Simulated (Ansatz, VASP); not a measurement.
One calculation of Sn2GeO3, two programs

```xyz
12
Lattice="-3.4867 -0.0018 -0.0006 -0.0006 -0.0085 -4.1970 -0.0072 -14.9246 -0.0304" Properties=species:S:1:pos:R:3 pbc="T T T"
Sn   -0.0025   -1.4599   -4.1789
Sn   -0.0067  -11.1630   -4.2024
Sn   -1.7487  -13.4817   -2.1038
Sn   -1.7446   -3.7782   -2.0719
Ge   -0.0046   -6.4483   -0.3113
Ge   -1.7467   -8.4756   -2.4071
O    -0.0020   -2.4411   -2.0784
O    -0.0061  -12.1467   -2.1076
O    -0.0041   -7.4820   -1.9081
O    -1.7452   -2.7954   -4.1787
O    -1.7493  -12.5007   -4.2047
O    -1.7473   -7.4484   -4.0073
```

Change from the starting cell: cell x1, atoms moved at random (sigma 0.15 Å) and cell strained at random (1.5 %), then relaxed without symmetry.

Alike in both runs: functional PBE; k mesh 4 × 4 × 1; occupations gaussian, width 0.1 eV; no spin polarisation.

Ansatz relaxed the structure, and its values are those at the end. VASP's run is a single point on that final structure, the one shown.

|  | VASP | Ansatz |
| --- | --- | --- |
| version | VASP 6.6.1 | Ansatz 0.2.0 |
| potentials or method | VASP PAW PBE potentials, release 64 (Sn_d, Ge_d, O), cutoff 520 eV | scalar-relativistic, plane waves, PAW |
| valence electrons in the cell | 120 | 120 |

```tsv
	VASP	Ansatz	Ansatz less VASP
gap on the k mesh at the Fermi level (eV)	0.94	0.95	+0.008
least direct gap on the mesh (eV)	1.74	1.76	+0.024
pressure (GPa)	0.2	0.1	-0.18
rms of the force components (eV/Å)	0.032	0.004	-0.0284
```

The functional is the same, so the differences come from potentials, cutoffs and numerics.

The k mesh is coarse, so the values compare programs but aren't converged.
